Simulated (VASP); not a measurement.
Write the native input for VASP 6.6.1 that does the following.

```yaml
Task: single point
Functional: r2SCAN
Potentials_or_basis: VASP PAW PBE potentials, release 64 (Ta_pv, Ru_pv)
Cutoff: 520 eV
k_mesh: 9 × 9 × 9, shifted
Occupations: fermi-dirac, width 0.2 eV
Spin: no spin polarisation
Dipole_correction: no
Further_INCAR_settings: ALGO = Normal; EDIFF = 1e-06; NBANDS = 20
```

TaRu:

```
Ta Ru
1.0
     3.18700    0.00000    0.00000
     0.00000    3.18700    0.00000
     0.00000    0.00000    3.18700
Ta Ru
1 1
Direct
  0.50000 0.50000 0.50000
  0.00000 0.00000 0.00000
```

These files were run (other wordings do the same):

POSCAR

```
TaRu
1.0
    3.1870000000      0.0000000000      0.0000000000
    0.0000000000      3.1870000000      0.0000000000
    0.0000000000      0.0000000000      3.1870000000
Ta Ru
1 1
Direct
    0.5000000000      0.5000000000      0.5000000000
    0.0000000000      0.0000000000      0.0000000000
```

INCAR.step1

```
SYSTEM = TaRu
PREC = Accurate
ENCUT = 520
ISMEAR = -1
SIGMA = 0.2
LREAL = .FALSE.
LASPH = .TRUE.
NELM = 80
NBANDS = 20
GGA = PE
ALGO = Normal
EDIFF = 1E-4
LWAVE = .TRUE.
LCHARG = .FALSE.
```

INCAR.step2

```
SYSTEM = TaRu
PREC = Accurate
ENCUT = 520
EDIFF = 1E-6
ISMEAR = -1
SIGMA = 0.2
LREAL = .FALSE.
LASPH = .TRUE.
NELM = 80
ALGO = Normal
ISIF = 2
LWAVE = .FALSE.
LCHARG = .FALSE.
METAGGA = R2SCAN
LMIXTAU = .TRUE.
NBANDS = 20
ISTART = 1
```

KPOINTS

```
Automatic mesh
0
Gamma
  9 9 9
  0.5 0.5 0.5
```

Potentials or basis: VASP PAW PBE potentials, release 64 (Ta_pv, Ru_pv).

Command:

```console
$ cat potpaw_PBE.64/Ta_pv/POTCAR potpaw_PBE.64/Ru_pv/POTCAR > POTCAR
$ cp INCAR.step1 INCAR
$ mpirun -np 1 vasp_std > vasp.out
$ cp INCAR.step2 INCAR
$ mpirun -np 1 vasp_std > vasp.out
```

It gave:

```yaml
Pressure: -5.8 GPa
```

Caveat: the PAW data sets were made with another functional, which shifts forces and pressure a little.

Run time: 2.6 min on 1 thread of AMD EPYC 7R13, on a shared host, peak memory 0.13 GiB.
